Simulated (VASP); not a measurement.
# TiAl (P-6m2) in VASP: further runs

Runs on TiAl. Level: r2SCAN. Tasks: single point.

All numbers are computed with VASP 6.6.1; they aren't measurements. Logs are shortened: lines on timing, memory, paths and dates and some standing lists are left out, and cuts for length are marked.

## (1) The cell of the first run

Symmetry: P-6m2, No. 187, hexagonal system. The conventional cell has a = 2.748 Å, b = 2.748 Å, c = 4.483 Å, α = 90.00°, β = 90.00°, γ = 120.00°. Within 3.6 Å of Ti (site symmetry -6m2) lie 6 Al at 2.75 Å and 6 Ti at 2.75 Å. Al (site symmetry -6m2) has 6 Ti at 2.75 Å and 6 Al at 2.75 Å within 3.6 Å.

## (2) Single point, r2SCAN

Contents of POSCAR:

```
TiAl
1.0
    2.7476512164      0.0000000000      0.0000000000
   -1.3738256082      2.3795360117      0.0000000000
    0.0000000000      0.0000000000      4.4829319558
Ti Al
1 1
Direct
    0.0000000000      0.0000000000      0.0000000000
    0.3333333333      0.6666666667      0.5000000000
```

Contents of INCAR.step1:

```
SYSTEM = TiAl
ALGO = Normal
EDIFF = 1E-4
ENCUT = 520
GGA = PE
ISMEAR = -1
LASPH = .True.
LCHARG = .False.
LREAL = .False.
LWAVE = .True.
NBANDS = 14
NELM = 100
PREC = Accurate
SIGMA = 0.15
```

Contents of INCAR.step2:

```
SYSTEM = TiAl
ALGO = Normal
EDIFF = 1E-6
ENCUT = 520
ISIF = 2
ISMEAR = -1
ISTART = 1
LASPH = .True.
LCHARG = .False.
LMIXTAU = .True.
LREAL = .False.
LWAVE = .False.
METAGGA = R2SCAN
NBANDS = 14
NELM = 100
PREC = Accurate
SIGMA = 0.15
```

Contents of KPOINTS:

```
k-points
0
Gamma
  12 12 6
  0 0 0
```

Potentials or basis: VASP PAW PBE potentials, release 64 (Ti_sv, Al).

Launch:

```bash
$ cat potpaw_PBE.64/Ti_sv/POTCAR potpaw_PBE.64/Al/POTCAR > POTCAR
$ cp INCAR.step1 INCAR
$ mpirun -np 1 vasp_std > vasp.out
$ cp INCAR.step2 INCAR
$ mpirun -np 1 vasp_std > vasp.out
```

OUTCAR:

```text
SYSTEM = TiAl
   EDIFF = 1E-6
   ENCUT = 520
   ISIF = 2
   ISMEAR = -1
   ISTART = 1
   LASPH = .True.
   LREAL = .False.
   METAGGA = R2SCAN
   NELM = 100
   PREC = Accurate

 ion  position               nearest neighbor table
   1  0.000  0.000  0.000-   2 2.75   2 2.75   2 2.75   2 2.75   2 2.75   2 2.75
   2  0.333  0.667  0.500-   1 2.75   1 2.75   1 2.75   1 2.75   1 2.75   1 2.75

  LATTYP: Found a hexagonal cell.
 ALAT       =     2.7476512164
 C/A-ratio  =     1.6315505873

  Lattice vectors:

 A1 = (   2.7476512164,   0.0000000000,   0.0000000000)
 A2 = (  -1.3738256082,   2.3795360117,   0.0000000000)
 A3 = (   0.0000000000,   0.0000000000,   4.4829319558)

Analysis of symmetry for initial positions (statically):
=====================================================================
 Subroutine PRICEL returns:
 Original cell was already a primitive cell.

 Routine SETGRP: Setting up the symmetry group for a
 hexagonal supercell.

 Subroutine GETGRP returns: Found 12 space group operations
 (whereof 12 operations were pure point group operations)
 out of a pool of 24 trial point group operations.

The static configuration has the point symmetry D_3h.

Analysis of symmetry for dynamics (positions and initial velocities):
=====================================================================
 Subroutine PRICEL returns:
 Original cell was already a primitive cell.

 Routine SETGRP: Setting up the symmetry group for a
 hexagonal supercell.

 Subroutine GETGRP returns: Found 12 space group operations
 (whereof 12 operations were pure point group operations)
 out of a pool of 24 trial point group operations.

The dynamic configuration has the point symmetry D_3h.

 Subroutine INISYM returns: Found 12 space group operations
 (whereof 12 operations are pure point group operations),
 and found     1 'primitive' translations

----------------------------------------------------------------------------------------

                                     Primitive cell

  volume of cell :      29.3100

  direct lattice vectors                    reciprocal lattice vectors
     2.747651216  0.000000000  0.000000000     0.363947212  0.210124998  0.000000000
    -1.373825608  2.379536012  0.000000000     0.000000000  0.420249996  0.000000000
     0.000000000  0.000000000  4.482931956     0.000000000  0.000000000  0.223068298

  length of vectors
     2.747651216  2.747651439  4.482931956     0.420250030  0.420249996  0.223068298

  position of ions in fractional coordinates (direct lattice)
     0.000000000  0.000000000  0.000000000
     0.333333333  0.666666667  0.500000000

  ion indices of the primitive-cell ions
   primitive index   ion index
                 1           1
                 2           2

----------------------------------------------------------------------------------------

 KPOINTS: k-points

Automatic generation of k-mesh.
 Grid dimensions read from file:
 generate k-points for:   12   12    6

 Generating k-lattice:

  Cartesian coordinates                     Fractional coordinates (reciprocal lattice)
     0.030328934  0.017510417  0.000000000     0.083333333 -0.000000000  0.000000000
     0.000000000  0.035020833  0.000000000     0.000000000  0.083333333  0.000000000
     0.000000000  0.000000000  0.037178050     0.000000000  0.000000000  0.166666667

  Length of vectors
     0.035020836  0.035020833  0.037178050

  Shift w.r.t. Gamma in fractional coordinates (k-lattice)
     0.000000000  0.000000000  0.000000000

 Subroutine IBZKPT returns following result:
 ===========================================

 Found     76 irreducible k-points:

 Following reciprocal coordinates:
            Coordinates               Weight
  0.000000  0.000000  0.000000      1.000000
  0.083333 -0.000000  0.000000      6.000000
  0.166667 -0.000000  0.000000      6.000000
  0.250000  0.000000  0.000000      6.000000
  0.333333  0.000000  0.000000      6.000000
  0.416667  0.000000  0.000000      6.000000
[... 16 lines left out ...]
  0.250000  0.000000  0.166667     12.000000
  0.333333  0.000000  0.166667     12.000000
 [... further k-points ...]
   k-points           NKPTS =     76   k-points in BZ     NKDIM =     76   number of bands    NBANDS=     14
   number of dos      NEDOS =    301   number of ions     NIONS =      2
   total plane-waves  NPLWV =  14400
   dimension x,y,z NGX =    20 NGY =   20 NGZ =   36
   dimension x,y,z NGXF=    40 NGYF=   40 NGZF=   72
   ions per type =               1   1
   NGX,Y,Z   is equivalent  to a cutoff of  12.10, 12.10, 13.35 a.u.
   NGXF,Y,Z  is equivalent  to a cutoff of  24.20, 24.20, 26.70 a.u.
 SYSTEM =  TiAl
   PREC   = accura    normal or accurate (medium, high low for compatibility)
   ISTART =      1    job   : 0-new  1-cont  2-samecut
   ICHARG =      0    charge: 1-file 2-atom 10-const
   ISPIN  =      1    spin polarized calculation?
   LNONCOLLINEAR =      F non collinear calculations
   LSORBIT =      F    spin-orbit coupling
   LASPH  =      T    aspherical Exc in radial PAW
   ENCUT  =  520.0 eV  38.22 Ry    6.18 a.u.   5.11  5.11  8.34*2*pi/ulx,y,z
   NELM   =    100;   NELMIN=  2; NELMDL=  0     # of ELM steps
   EDIFF  = 0.1E-05   stopping-criterion for ELM
   LREAL  =      F    real-space projection
   EDIFFG = 0.1E-04   stopping-criterion for IOM
   NSW    =      0    number of steps for IOM
   IBRION =     -1    ionic relax: 0-MD 1-quasi-New 2-CG
   NFREE  =      0    steps in history (QN), initial steepest desc. (CG)
   ISIF   =      2    stress and relaxation
   ISYM   =      2    0-nonsym 1-usesym 2-fastsym
   POTIM  = 0.5000    time-step for ionic-motion
   TEBEG  =    0.0;   TEEND  =   0.0 temperature during run
   PSTRESS=    0.0 pullay stress
   NELECT =      15.0000    total number of electrons
   NUPDOWN=      -1.0000    fix difference up-down
   EMIN   =  10.00;   EMAX   =-10.00  energy-range for DOS
   EFERMI =   0.00;   METHOD = LEGACY
   ISMEAR =    -1;   SIGMA  =   0.15  broadening in eV -4-tet -1-fermi 0-gaus
   EFERMI_NEDOS =   21; number of points for ismear=-14 and -15
   IALGO  =     38    algorithm
   IMIX   =      4    mixing-type and parameters
     AMIX     =   0.40;   BMIX     =  1.00
     AMIX_MAG =   1.60;   BMIX_MAG =  1.00
  volume/ion in A,a.u.               =      14.66        98.90
  Fermi-wavevector in a.u.,A,eV,Ry     =   1.309483  2.474564 23.330537  1.714746
  Thomas-Fermi vector in A             =   2.440079
   LORBIT       =      0    0 simple, 1 ext, 2 COOP (PROOUT), +10 PAW based schemes
   METAGGA = R2SCAN    functional components
   LHFCALC =     F    Hartree Fock is set to
   AEXX    =    0.0000 exact exchange contribution
   IVDW    =     0    specifies the selected vdW correction
   LEPSILON=     F    determine dielectric tensor
   LRPA    =     F    only Hartree local field effects (RPA)
 non-spin polarized calculation
  energy-cutoff  :      520.00
  volume of cell :       29.31
 maximum number of plane-waves:       801
   NGX = 11   NGY = 11   NGZ = 17

 number of electron      15.0000001 magnetization

 Free energy of the ion-electron system (eV)
  ---------------------------------------------------
  ext. energy  EPLUGINS =         0.00000000
  ---------------------------------------------------
  free energy    TOTEN  =       -20.12554693 eV

  energy without entropy =      -19.98361994  energy(sigma->0) =      -20.05458343

 E-fermi :   9.2529     XC(G=0): -12.3352

 val. band max:        9.2277243541   @ k =   0.3333   0.3333   0.5000
 cond. band min:       9.2579100090   @ k =   0.4167   0.0000   0.5000
 fundamental gap:      0.0301856549
 Fermi energy:         9.2529061191

 k-point     1 :       0.0000    0.0000    0.0000
  band No.  band energies     occupation
      1     -49.3154      2.00000
      2     -24.6262      2.00000
      3     -24.0244      2.00000
      4     -24.0243      2.00000
      5      -0.8864      2.00000
      6       6.6513      2.00000
      7       7.0793      2.00000
      8      10.8286      0.00005
      9      10.8286      0.00005
     10      12.7587      0.00000
     11      12.7587      0.00000
     12      14.1236      0.00000
     13      23.7912      0.00000
     14      23.7912      0.00000

 k-point     2 :       0.0833   -0.0000    0.0000
  band No.  band energies     occupation
      1     -49.3044      2.00000
      2     -24.6157      2.00000
      3     -24.0873      2.00000
      4     -24.0381      2.00000
      5      -0.6870      2.00000
      6       6.8686      2.00000
      7       7.0968      2.00000
      8      10.6133      0.00023
      9      11.0009      0.00002
     10      12.6968      0.00000
     11      12.7883      0.00000
     12      14.1744      0.00000
     13      21.5023      0.00000
     14      22.7290      0.00000

 k-point     3 :       0.1667   -0.0000    0.0000
  band No.  band energies     occupation
      1     -49.2743      2.00000
      2     -24.5871      2.00000
      3     -24.2572      2.00000
      4     -24.0755      2.00000
      5      -0.0978      2.00000
      6       7.1441      2.00000
      7       7.4421      1.99999
      8      10.0993      0.00706
      9      11.4944      0.00000
     10      12.5311      0.00000
     11      12.8907      0.00000
     12      14.2941      0.00000
     13      18.4563      0.00000
     14      21.3723      0.00000
[... 324 lines left out ...]
 k-point    23 :       0.2500    0.0000    0.1667
  band No.  band energies     occupation
      1     -49.2328      2.00000
      2     -24.5496      2.00000
      3     -24.4847      2.00000
      4     -24.1261      2.00000
      5       1.0165      2.00000
      6       6.5415      2.00000
      7       8.4687      1.98933
      8       9.6608      0.12368
      9      12.1530      0.00000
     10      12.2274      0.00000
     11      12.2821      0.00000
     12      15.1530      0.00000
     13      16.6973      0.00000
     14      20.4868      0.00000

 k-point    24 :       0.3333    0.0000    0.1667
  band No.  band energies     occupation
      1     -49.1910      2.00000
      2     -24.7074      2.00000
      3     -24.5096      2.00000
      4     -24.1763      2.00000
      5       2.2668      2.00000
      6       6.9212      2.00000
      7       8.2523      1.99747
      8       9.3029      0.83499
      9      12.0484      0.00000
     10      12.1183      0.00000
     11      13.0942      0.00000
     12      14.0426      0.00000
     13      16.6717      0.00000
     14      19.6484      0.00000

 [... further k-points ...]
[... 5 lines left out ...]
  --------------------------------------------------------------------------------------
  -------------------------------------------------------------------------------------
  Total        3.1293837      3.1293843      3.1359987      0.0000000      0.0000000      0.0000000
  in kB      171.0619273    171.0619643    171.4235267      0.0000000      0.0000000      0.0000000
  external PRESSURE =     171.1824727 kB  Pullay stress =       0.0000000 kB

 VOLUME and BASIS-vectors are now :
 -----------------------------------------------------------------------------
  energy-cutoff  :      520.00
  volume of cell :       29.31
      direct lattice vectors                 reciprocal lattice vectors
     2.747651216  0.000000000  0.000000000     0.363947212  0.210124998  0.000000000
    -1.373825608  2.379536012  0.000000000     0.000000000  0.420249996  0.000000000
     0.000000000  0.000000000  4.482931956     0.000000000  0.000000000  0.223068298

 POSITION                                       TOTAL-FORCE (eV/Angst)
 -----------------------------------------------------------------------------------
      0.00000      0.00000      0.00000         0.000000     -0.000000      0.000000
     -0.00000      1.58636      2.24147        -0.000000      0.000000      0.000000
 -----------------------------------------------------------------------------------
    total drift:                                0.000007     -0.000004      0.000000

  FREE ENERGIE OF THE ION-ELECTRON SYSTEM (eV)
  ---------------------------------------------------
  free  energy   TOTEN  =       -20.1255469262 eV

  energy  without entropy=      -19.9836199350  energy(sigma->0) =      -20.05458343
```

Wall time 2 min (1 thread of Intel Xeon Platinum 8124M at 3.00GHz (Skylake/Cascade Lake), shared host); peak memory 0.17 GiB.

Results:

```
Free energy : -20.1255 eV
Pressure    : 17.1 GPa
```

Caveat: the PAW data sets were made with another functional, which shifts forces and pressure a little.

## (3) Single point, r2SCAN

This run uses another cell than the first one, of 15.32 Å³/atom, 1.045 times its volume.

Contents of POSCAR:

```
TiAl
1.0
    2.7886669830      0.0000000000      0.0000000000
   -1.3943334915      2.4150567113      0.0000000000
    0.0000000000      0.0000000000      4.5498512539
Ti Al
1 1
Direct
    0.0000000000      0.0000000000      0.0000000000
    0.3333333333      0.6666666667      0.5000000000
```

Contents of INCAR.step1:

```
SYSTEM = TiAl
PREC = Accurate
ENCUT = 520
ISMEAR = -1
SIGMA = 0.15
LREAL = .False.
LASPH = .True.
NELM = 60
NBANDS = 14
GGA = PE
ALGO = Normal
EDIFF = 1E-4
LWAVE = .True.
LCHARG = .False.
```

Contents of INCAR.step2:

```
SYSTEM = TiAl
PREC = Accurate
ENCUT = 520
EDIFF = 1E-6
ISMEAR = -1
SIGMA = 0.15
LREAL = .False.
LASPH = .True.
NELM = 60
ALGO = Normal
ISIF = 2
LWAVE = .False.
LCHARG = .False.
METAGGA = R2SCAN
LMIXTAU = .True.
NBANDS = 14
ISTART = 1
```

Contents of KPOINTS:

```
regular mesh
0
Gamma
  12 12 6
  0 0 0
```

Potentials or basis: VASP PAW PBE potentials, release 64 (Ti_sv, Al).

Launch:

```bash
$ cat potpaw_PBE.64/Ti_sv/POTCAR potpaw_PBE.64/Al/POTCAR > POTCAR
$ cp INCAR.step1 INCAR
$ mpirun -np 1 vasp_std > vasp.out
$ cp INCAR.step2 INCAR
$ mpirun -np 1 vasp_std > vasp.out
```

Run time: 2.2 min. Hardware: 1 thread of Intel Xeon Platinum 8124M at 3.00GHz (Skylake/Cascade Lake), shared host; peak memory 0.18 GiB.

Results (log left out):

| Item | Value |
| --- | --- |
| Free energy | -20.2379 eV |
| Pressure | 10.0 GPa |

Stress tensor (GPa, compression positive):
```
10.39  0.00  0.00
 0.00 10.39  0.00
 0.00  0.00  9.21
```

Levels at points of the mesh, in eV from the Fermi level:
| k point | band 5 | band 6 | band 7 | band 8 | band 9 | band 10 | band 11 | band 12 |
| --- | --- | --- | --- | --- | --- | --- | --- | --- |
| (0.00, 0.00, 0.00) | -9.91 | -2.55 | -2.16 | 1.52 | 1.52 | 3.34 | 3.34 | 4.63 |
| (0.50, 0.00, 0.00) | -4.19 | -3.03 | -1.79 | -1.18 | 2.54 | 4.48 | 4.63 | 4.71 |
| (0.00, 0.00, 0.50) | -8.89 | -5.85 | -0.53 | 1.53 | 1.53 | 3.25 | 3.25 | 7.38 |
| (0.50, 0.00, 0.50) | -4.11 | -2.67 | -2.10 | 0.54 | 1.09 | 2.31 | 3.54 | 4.63 |

Caveat: the PAW data sets were made with another functional, which shifts forces and pressure a little.
